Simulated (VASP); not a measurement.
# Ge2Sb2Te5 (P-3m1) in VASP: further runs

Runs on Ge2Sb2Te5. Level: PBEsol. Tasks: single point.

Program: VASP 6.6.1. These are calculated values, not measurements. Logs are shortened: lines on timing, memory, paths and dates and some standing lists are left out, and cuts for length are marked.

### Step 1. The cell of the first run

Symmetry: P-3m1, No. 164, trigonal system. Conventional cell: a = 4.412 Å, b = 4.412 Å, c = 17.961 Å, α = 90.00°, β = 90.00°, γ = 120.00°. Ge (site symmetry 3m) has 6 Te at 2.95 to 3.33 Å within 3.9 Å. Sb (site symmetry 3m) has 6 Te at 3.14 to 3.30 Å within 4.1 Å. Te (site symmetry -3m) has 6 Sb at 3.30 Å and 6 Te at 4.41 Å within 4.5 Å. Within 4.1 Å of Te (site symmetry 3m) lie 3 Sb at 3.14 Å and 3 Ge at 3.33 Å. Te (site symmetry 3m) has 3 Ge at 2.95 Å and 3 Te at 3.82 Å within 3.9 Å.

### Step 2. Single point, PBEsol (strain +0.050 along x and y, +0.050 along z)

The input, INCAR:

```
SYSTEM = Ge2Sb2Te5
PREC = Accurate
ENCUT = 520
EDIFF = 1E-7
ISMEAR = 0
SIGMA = 0.15
LREAL = .FALSE.
LASPH = .TRUE.
NELM = 100
ALGO = Normal
ISIF = 2
LWAVE = .FALSE.
LCHARG = .FALSE.
GGA = PS
NBANDS = 44
```

The input, KPOINTS:

```
Automatic mesh
0
G
  12 12 4
  0 0 0
```

The input, POSCAR:

```
Ge2Sb2Te5
1.0
    4.4118208446      0.0000000000      0.0000000000
   -2.2059104223      3.8207489284      0.0000000000
    0.0000000000      0.0000000000     17.9613891962
Ge Sb Te
2 2 5
Direct
    0.0000000000      0.0000000000      0.3381075982
    0.0000000000      0.0000000000      0.6618924018
    0.3333333333      0.6666666667      0.1166940723
    0.6666666667      0.3333333333      0.8833059277
    0.0000000000      0.0000000000      0.0000000000
    0.3333333333      0.6666666667      0.7810582678
    0.6666666667      0.3333333333      0.2189417322
    0.3333333333      0.6666666667      0.4206821615
    0.6666666667      0.3333333333      0.5793178385
```

Potentials or basis: VASP PAW PBE potentials, release 64 (Ge_d, Sb, Te).

The run is started by

```sh
$ cat potpaw_PBE.64/Ge_d/POTCAR potpaw_PBE.64/Sb/POTCAR potpaw_PBE.64/Te/POTCAR > POTCAR
$ mpirun -np 1 vasp_std > vasp.out
```

OUTCAR:

```text
SYSTEM = Ge2Sb2Te5
   PREC = Accurate
   ENCUT = 520
   EDIFF = 1E-7
   ISMEAR = 0
   LREAL = .FALSE.
   LASPH = .TRUE.
   NELM = 100
   ISIF = 2
   GGA = PS

 ion  position               nearest neighbor table
   1  0.000  0.000  0.338-   8 2.95   8 2.95   8 2.95
   2  0.000  0.000  0.662-   9 2.95   9 2.95   9 2.95
   3  0.333  0.667  0.117-   7 3.14   7 3.14   7 3.14   5 3.30   5 3.30   5 3.30
   4  0.667  0.333  0.883-   6 3.14   6 3.14   6 3.14   5 3.30   5 3.30   5 3.30
   5  0.000  0.000  0.000-   3 3.30   4 3.30   4 3.30   3 3.30   4 3.30   3 3.30
   6  0.333  0.667  0.781-   4 3.14   4 3.14   4 3.14
   7  0.667  0.333  0.219-   3 3.14   3 3.14   3 3.14
   8  0.333  0.667  0.421-   1 2.95   1 2.95   1 2.95
   9  0.667  0.333  0.579-   2 2.95   2 2.95   2 2.95

  LATTYP: Found a hexagonal cell.
 ALAT       =     4.4118208446
 C/A-ratio  =     4.0711964127

  Lattice vectors:

 A1 = (   4.4118208446,   0.0000000000,   0.0000000000)
 A2 = (  -2.2059104223,   3.8207489284,   0.0000000000)
 A3 = (   0.0000000000,   0.0000000000,  17.9613891962)

Analysis of symmetry for initial positions (statically):
=====================================================================
 Subroutine PRICEL returns:
 Original cell was already a primitive cell.

 Routine SETGRP: Setting up the symmetry group for a
 hexagonal supercell.

 Subroutine GETGRP returns: Found 12 space group operations
 (whereof 12 operations were pure point group operations)
 out of a pool of 24 trial point group operations.

The static configuration has the point symmetry D_3d.

Analysis of symmetry for dynamics (positions and initial velocities):
=====================================================================
 Subroutine PRICEL returns:
 Original cell was already a primitive cell.

 Routine SETGRP: Setting up the symmetry group for a
 hexagonal supercell.

 Subroutine GETGRP returns: Found 12 space group operations
 (whereof 12 operations were pure point group operations)
 out of a pool of 24 trial point group operations.

The dynamic configuration has the point symmetry D_3d.

 Subroutine INISYM returns: Found 12 space group operations
 (whereof 12 operations are pure point group operations),
 and found     1 'primitive' translations

----------------------------------------------------------------------------------------

                                     Primitive cell

  volume of cell :     302.7654

  direct lattice vectors                    reciprocal lattice vectors
     4.411820845  0.000000000  0.000000000     0.226663782  0.130864396  0.000000000
    -2.205910422  3.820748928  0.000000000     0.000000000  0.261728792  0.000000000
     0.000000000  0.000000000 17.961389196     0.000000000  0.000000000  0.055674981

  length of vectors
     4.411820845  4.411820845 17.961389196     0.261728792  0.261728792  0.055674981

  position of ions in fractional coordinates (direct lattice)
     0.000000000  0.000000000  0.338107598
     0.000000000  0.000000000  0.661892402
     0.333333333  0.666666667  0.116694072
     0.666666667  0.333333333  0.883305928
     0.000000000  0.000000000  0.000000000
     0.333333333  0.666666667  0.781058268
     0.666666667  0.333333333  0.218941732
     0.333333333  0.666666667  0.420682161
     0.666666667  0.333333333  0.579317839

  ion indices of the primitive-cell ions
   primitive index   ion index
                 1           1
                 2           2
                 3           3
                 4           4
                 5           5
                 6           6
                 7           7
                 8           8
                 9           9

----------------------------------------------------------------------------------------

 KPOINTS: Automatic mesh

Automatic generation of k-mesh.
 Grid dimensions read from file:
 generate k-points for:   12   12    4

 Generating k-lattice:

  Cartesian coordinates                     Fractional coordinates (reciprocal lattice)
     0.018888649  0.010905366  0.000000000     0.083333333  0.000000000  0.000000000
     0.000000000  0.021810733  0.000000000     0.000000000  0.083333333  0.000000000
     0.000000000  0.000000000  0.013918745     0.000000000  0.000000000  0.250000000

  Length of vectors
     0.021810733  0.021810733  0.013918745

  Shift w.r.t. Gamma in fractional coordinates (k-lattice)
     0.000000000  0.000000000  0.000000000

 Subroutine IBZKPT returns following result:
 ===========================================

 Found     69 irreducible k-points:

 Following reciprocal coordinates:
            Coordinates               Weight
  0.000000  0.000000  0.000000      1.000000
  0.083333 -0.000000  0.000000      6.000000
  0.166667 -0.000000  0.000000      6.000000
  0.250000 -0.000000  0.000000      6.000000
  0.333333 -0.000000  0.000000      6.000000
  0.416667 -0.000000  0.000000      6.000000
[... 16 lines left out ...]
  0.166667 -0.000000  0.250000      6.000000
  0.000000  0.166667  0.250000      6.000000
 [... further k-points ...]
   k-points           NKPTS =     69   k-points in BZ     NKDIM =     69   number of bands    NBANDS=     44
   number of dos      NEDOS =    301   number of ions     NIONS =      9
   total plane-waves  NPLWV = 181440
   dimension x,y,z NGX =    36 NGY =   36 NGZ =  140
   dimension x,y,z NGXF=    72 NGYF=   72 NGZF=  280
   ions per type =               2   2   5
   NGX,Y,Z   is equivalent  to a cutoff of  13.57, 13.57, 12.96 a.u.
   NGXF,Y,Z  is equivalent  to a cutoff of  27.13, 27.13, 25.92 a.u.
 SYSTEM =  Ge2Sb2Te5
   PREC   = accura    normal or accurate (medium, high low for compatibility)
   ISTART =      0    job   : 0-new  1-cont  2-samecut
   ICHARG =      2    charge: 1-file 2-atom 10-const
   ISPIN  =      1    spin polarized calculation?
   LNONCOLLINEAR =      F non collinear calculations
   LSORBIT =      F    spin-orbit coupling
   LASPH  =      T    aspherical Exc in radial PAW
   ENCUT  =  520.0 eV  38.22 Ry    6.18 a.u.   8.20  8.20 33.40*2*pi/ulx,y,z
   NELM   =    100;   NELMIN=  2; NELMDL= -5     # of ELM steps
   EDIFF  = 0.1E-06   stopping-criterion for ELM
   LREAL  =      F    real-space projection
   EDIFFG = 0.1E-05   stopping-criterion for IOM
   NSW    =      0    number of steps for IOM
   IBRION =     -1    ionic relax: 0-MD 1-quasi-New 2-CG
   NFREE  =      0    steps in history (QN), initial steepest desc. (CG)
   ISIF   =      2    stress and relaxation
   ISYM   =      2    0-nonsym 1-usesym 2-fastsym
   POTIM  = 0.5000    time-step for ionic-motion
   TEBEG  =    0.0;   TEEND  =   0.0 temperature during run
   PSTRESS=    0.0 pullay stress
   NELECT =      68.0000    total number of electrons
   NUPDOWN=      -1.0000    fix difference up-down
   EMIN   =  10.00;   EMAX   =-10.00  energy-range for DOS
   EFERMI =   0.00;   METHOD = LEGACY
   ISMEAR =     0;   SIGMA  =   0.15  broadening in eV -4-tet -1-fermi 0-gaus
   EFERMI_NEDOS =   21; number of points for ismear=-14 and -15
   IALGO  =     38    algorithm
   IMIX   =      4    mixing-type and parameters
     AMIX     =   0.40;   BMIX     =  1.00
     AMIX_MAG =   1.60;   BMIX_MAG =  1.00
  volume/ion in A,a.u.               =      33.64       227.02
  Fermi-wavevector in a.u.,A,eV,Ry     =   0.995121  1.880505 13.473373  0.990265
  Thomas-Fermi vector in A             =   2.127119
   LORBIT       =      0    0 simple, 1 ext, 2 COOP (PROOUT), +10 PAW based schemes
   GGA     = PS    functional components
   LHFCALC =     F    Hartree Fock is set to
   AEXX    =    0.0000 exact exchange contribution
   IVDW    =     0    specifies the selected vdW correction
   LEPSILON=     F    determine dielectric tensor
   LRPA    =     F    only Hartree local field effects (RPA)
 non-spin polarized calculation
 Gauss-broadening in eV      SIGMA  =   0.15
  energy-cutoff  :      520.00
  volume of cell :      302.77
 maximum number of plane-waves:      8184
 NGX is ok and might be reduce to    36
   NGX = 17   NGY = 17   NGZ = 67

 number of electron      67.9999978 magnetization

 Free energy of the ion-electron system (eV)
  ---------------------------------------------------
  ext. energy  EPLUGINS =         0.00000000
  ---------------------------------------------------
  free energy    TOTEN  =       -36.58466485 eV

  energy without entropy =      -36.57409668  energy(sigma->0) =      -36.57938077

 E-fermi :   4.9816     XC(G=0):  -9.1317

 val. band max:        4.9662380998   @ k =   0.0833  -0.0000   0.5000
 cond. band min:       5.0040418963   @ k =   0.5000  -0.0000   0.5000
 fundamental gap:      0.0378037964
 Fermi energy:         4.9815525483

 k-point     1 :       0.0000    0.0000    0.0000
  band No.  band energies     occupation
      1     -19.7326      2.00000
      2     -19.7326      2.00000
      3     -19.7326      2.00000
      4     -19.7326      2.00000
      5     -19.7268      2.00000
      6     -19.7268      2.00000
[... 36 lines left out ...]
     43       6.7908      0.00000
     44       7.0450      0.00000

 k-point     2 :       0.0833   -0.0000    0.0000
  band No.  band energies     occupation
      1     -19.7327      2.00000
      2     -19.7327      2.00000
      3     -19.7326      2.00000
      4     -19.7326      2.00000
      5     -19.7268      2.00000
      6     -19.7268      2.00000
[... 36 lines left out ...]
     43       7.0208      0.00000
     44       7.2157      0.00000

 k-point     3 :       0.1667   -0.0000    0.0000
  band No.  band energies     occupation
      1     -19.7329      2.00000
      2     -19.7329      2.00000
      3     -19.7323      2.00000
      4     -19.7323      2.00000
      5     -19.7269      2.00000
      6     -19.7269      2.00000
[... 976 lines left out ...]
     43       7.3278      0.00000
     44       7.6728      0.00000

 k-point    24 :       0.0000    0.1667    0.2500
  band No.  band energies     occupation
      1     -19.7329      2.00000
      2     -19.7329      2.00000
      3     -19.7323      2.00000
      4     -19.7323      2.00000
      5     -19.7269      2.00000
      6     -19.7269      2.00000
[... 36 lines left out ...]
     43       7.3138      0.00000
     44       7.5603      0.00000

 [... further k-points ...]

------------------------ aborting loop because EDIFF is reached ----------------------------------------

  FORCE on cell =-STRESS in cart. coord.  units (eV):
  Direction    XX          YY          ZZ          XY          YZ          ZX
  --------------------------------------------------------------------------------------
  -------------------------------------------------------------------------------------
  Total      -11.0522802    -11.0522802    -11.0082443      0.0000000      0.0000000      0.0000000
  in kB      -58.4865732    -58.4865732    -58.2535440      0.0000000      0.0000000      0.0000000
  external PRESSURE =     -58.4088968 kB  Pullay stress =       0.0000000 kB

 VOLUME and BASIS-vectors are now :
 -----------------------------------------------------------------------------
  energy-cutoff  :      520.00
  volume of cell :      302.77
      direct lattice vectors                 reciprocal lattice vectors
     4.411820845  0.000000000  0.000000000     0.226663782  0.130864396  0.000000000
    -2.205910422  3.820748928  0.000000000     0.000000000  0.261728792  0.000000000
     0.000000000  0.000000000 17.961389196     0.000000000  0.000000000  0.055674981

 POSITION                                       TOTAL-FORCE (eV/Angst)
 -----------------------------------------------------------------------------------
      0.00000      0.00000      6.07288         0.000000     -0.000000      0.478211
      0.00000      0.00000     11.88851        -0.000000      0.000000     -0.478211
     -0.00000      2.54717      2.09599        -0.000000      0.000000      0.257618
      2.20591      1.27358     15.86540        -0.000000      0.000000     -0.257618
      0.00000      0.00000      0.00000        -0.000000      0.000000     -0.000000
     -0.00000      2.54717     14.02889        -0.000000      0.000000      0.664685
      2.20591      1.27358      3.93250        -0.000000     -0.000000     -0.664685
     -0.00000      2.54717      7.55604         0.000000     -0.000000     -0.593496
      2.20591      1.27358     10.40535        -0.000000      0.000000      0.593496
 -----------------------------------------------------------------------------------
    total drift:                               -0.000000     -0.000000      0.000000

  FREE ENERGIE OF THE ION-ELECTRON SYSTEM (eV)
  ---------------------------------------------------
  free  energy   TOTEN  =       -36.5846648520 eV

  energy  without entropy=      -36.5740966842  energy(sigma->0) =      -36.57938077
```

Wall time 35 min (1 thread of Oxide Virtual Turin-like, shared host); peak memory 0.93 GiB.

What came out:

```yaml
Free_energy: -36.5847 eV
Pressure: -5.8 GPa
Largest_force: 0.665 eV/Å
Band_gap_on_the_k_mesh: 0.04 eV (least direct gap 0.11 eV)
```

Forces in eV/Å, atoms in the order of the input:
```
Ge   0.000  0.000  0.478
Ge   0.000  0.000 -0.478
Sb   0.000  0.000  0.258
Sb   0.000  0.000 -0.258
Te   0.000  0.000  0.000
Te   0.000  0.000  0.665
Te   0.000  0.000 -0.665
Te   0.000  0.000 -0.593
Te   0.000  0.000  0.593
```

Levels at points of the mesh, in eV from the valence-band top:
```csv
k point,band 30,band 31,band 32,band 33,band 34,band 35,band 36,band 37,band 38,band 39
"(0.00, 0.00, 0.00)",-1.38,-1.13,-1.12,-1.12,-0.17,0.14,0.14,0.44,0.95,0.96
"(0.50, 0.00, 0.00)",-1.90,-1.63,-1.55,-1.11,-1.01,0.34,0.54,0.61,1.33,1.62
"(0.00, 0.00, 0.50)",-1.30,-1.17,-1.17,-1.07,-0.19,0.17,0.17,0.47,0.89,0.89
"(0.50, 0.00, 0.50)",-2.16,-1.99,-1.79,-1.37,-0.48,0.04,0.48,0.90,1.63,1.87
```

Caveat: the cell differs from its parent crystal (strain +0.050 along x and y, +0.050 along z); the cell stands under tension; semilocal functionals underestimate gaps, and a narrow one can read as zero; the PAW data sets were made with another functional, which shifts forces and pressure a little; spin-orbit coupling is left out, which moves the levels of the heavy elements.

### Step 3. Single point, PBEsol (strain -0.050 along x and y, -0.050 along z)

The input, INCAR:

```
PREC = Accurate ; ENCUT = 520
EDIFF = 1E-6 ; ISMEAR = 0
SIGMA = 0.15 ; LREAL = False
LASPH = True ; NELM = 60
ALGO = Fast ; ISIF = 2
LWAVE = False ; LCHARG = False
GGA = PS ; NBANDS = 44
```

The input, KPOINTS:

```
Automatic mesh
0
Gamma
  12 12 4
```

POSCAR: that of step 2 with these lines changed.

```diff
@@ -2,5 +2,5 @@
 1.0
-    4.4118208446      0.0000000000      0.0000000000
-   -2.2059104223      3.8207489284      0.0000000000
-    0.0000000000      0.0000000000     17.9613891962
+    3.9916474308      0.0000000000      0.0000000000
+   -1.9958237154      3.4568680781      0.0000000000
+    0.0000000000      0.0000000000     16.2507807014
 Ge Sb Te
```

Potentials or basis: VASP PAW PBE potentials, release 64 (Ge_d, Sb, Te).

The run is started by

```sh
$ cat potpaw_PBE.64/Ge_d/POTCAR potpaw_PBE.64/Sb/POTCAR potpaw_PBE.64/Te/POTCAR > POTCAR
$ mpirun -np 1 vasp_std > vasp.out
```

It took 12 min on 1 thread of Oxide Virtual Turin-like, shared host; peak memory 0.7 GiB.

The run converged. Its results:

- Free energy: -36.1825 eV
- Pressure: 12.3 GPa
- Largest force: 1.150 eV/Å
- Band gap on the k mesh: zero (bands 34 and 35 overlap by 0.29 eV)

Forces on the atoms (eV/Å):
```
Ge   0.000  0.000 -0.743
Ge   0.000  0.000  0.743
Sb   0.000  0.000 -0.478
Sb   0.000  0.000  0.478
Te   0.000  0.000  0.000
Te   0.000  0.000 -1.150
Te   0.000  0.000  1.150
Te   0.000  0.000  0.920
Te   0.000  0.000 -0.920
```

Levels at points of the mesh, in eV from the Fermi level:
| k point | band 32 | band 33 | band 34 | band 35 | band 36 | band 37 |
| --- | --- | --- | --- | --- | --- | --- |
| (0.00, 0.00, 0.00) | -0.98 | -0.74 | -0.15 | -0.15 | 0.03 | 0.70 |
| (0.50, 0.00, 0.00) | -2.30 | -1.41 | -1.06 | 0.05 | 0.57 | 0.60 |
| (0.00, 0.00, 0.50) | -1.41 | -0.66 | -0.06 | -0.06 | 0.02 | 0.70 |
| (0.50, 0.00, 0.50) | -2.34 | -2.05 | -0.45 | -0.04 | 0.28 | 1.13 |

Caveat: the cell differs from its parent crystal (strain -0.050 along x and y, -0.050 along z); the cell stands under pressure; the PAW data sets were made with another functional, which shifts forces and pressure a little; spin-orbit coupling is left out, which moves the levels of the heavy elements.

(Continued in part 2 of 2.)

The gap in the log of VASP goes by the Fermi energy; the results here count the filled bands.